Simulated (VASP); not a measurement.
The system is MoS2.

```
Mo S
1.0
     3.16900    0.00000    0.00000
    -1.58450    2.74443    0.00000
     0.00000    0.00000   12.32400
Mo S
2 4
Direct
  0.66667 0.33333 0.75000
  0.33333 0.66667 0.25000
  0.66667 0.33333 0.37700
  0.33333 0.66667 0.87700
  0.66667 0.33333 0.12300
  0.33333 0.66667 0.62300
```

- Program: VASP 6.6.1
- Task: relaxation of cell and atoms
- Functional: PBEsol
- Dispersion: D3(BJ)
- Potentials or basis: VASP PAW PBE potentials, release 64 (Mo_sv, S)
- Cutoff: 600 eV
- k mesh: 10 × 10 × 3
- Occupations: fermi-dirac, width 0.05 eV
- Spin: no spin polarisation

At the start: pressure -6.4 GPa; volume 17.86 Å³/atom.

Problem. How do energy, volume and symmetry change on relaxing?

Solution. Over 15 steps the energy falls by 24.8 meV/atom and the volume is 16.34 Å³/atom (-8.6 %); space group P6_3/mmc (No. 194, to 0.1 Å) before and after.

The path:
```csv
step,energy change (eV),largest force (eV/Å),pressure (GPa),volume (Å³)
1,0.0000,0.2965,-6.39,107.18
2,0.2210,1.9117,13.80,96.50
3,-0.0843,0.3890,-0.44,103.34
4,-0.0843,0.4027,-0.31,103.26
5,-0.1051,0.1769,-0.18,102.05
6,-0.1061,0.1150,-0.13,101.72
7,-0.1191,0.0953,-0.20,101.05
8,-0.1453,0.0330,-0.13,99.05
9,-0.1016,0.1428,0.93,95.01
10,-0.1482,0.0627,0.22,98.36
11,-0.1486,0.0458,0.26,97.95
12,-0.1487,0.0491,0.26,98.03
13,-0.1448,0.1928,-1.38,98.49
14,-0.1489,0.0037,-0.05,98.11
15,-0.1489,0.0040,0.05,98.01
```

Final structure:
```xyz
6
Lattice="3.1082 0.0000 0.0000 -1.5541 2.6918 0.0000 0.0000 0.0000 11.7151" Properties=species:S:1:pos:R:3 pbc="T T T"
Mo    1.5541    0.8973    8.7863
Mo    0.0000    1.7945    2.9288
S     1.5541    0.8973    4.4924
S     0.0000    1.7945   10.3500
S     1.5541    0.8973    1.3651
S     0.0000    1.7945    7.2227
```

Caveat: the PAW data sets were made with another functional, which shifts forces and pressure a little.
